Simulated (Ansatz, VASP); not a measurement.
## One calculation of BN, two programs

```
B N
1.0
     2.50612    0.00000    0.00000
    -1.25306    2.17037    0.00000
     0.00000    0.00000    6.59736
B N
2 2
Direct
  0.11058 0.22116 0.50000
  0.33333 0.66667 0.00000
  0.00000 0.00000 0.00000
  0.66667 0.33333 0.50000
```

Alike in both runs: task single point; functional PBE; dispersion D3(BJ); k mesh 12 × 12 × 4; occupations gaussian, width 0.05 eV; no spin polarisation.

|  | VASP | Ansatz |
| --- | --- | --- |
| version | VASP 6.6.1 | Ansatz 0.2.0 |
| potentials or method | VASP PAW PBE potentials, release 64 (B, N), cutoff 520 eV | scalar-relativistic, plane waves, PAW |
| valence electrons in the cell | 16 | 16 |

|  | VASP | Ansatz | Ansatz less VASP |
| --- | --- | --- | --- |
| gap on the k mesh at the Fermi level (eV) | 1.67 | 1.69 | +0.019 |
| least direct gap on the mesh (eV) | 3.26 | 3.27 | +0.013 |
| pressure (GPa) | 22.5 | 22.7 | +0.21 |
| traceless stress, the component that is largest in VASP (GPa) | 25.64 | 25.94 | +0.300 |
| rms of the force components (eV/Å) | 1.899 | 1.915 | +0.0157 |

Atom by atom the forces differ by 0.016 eV/Å (rms over components).
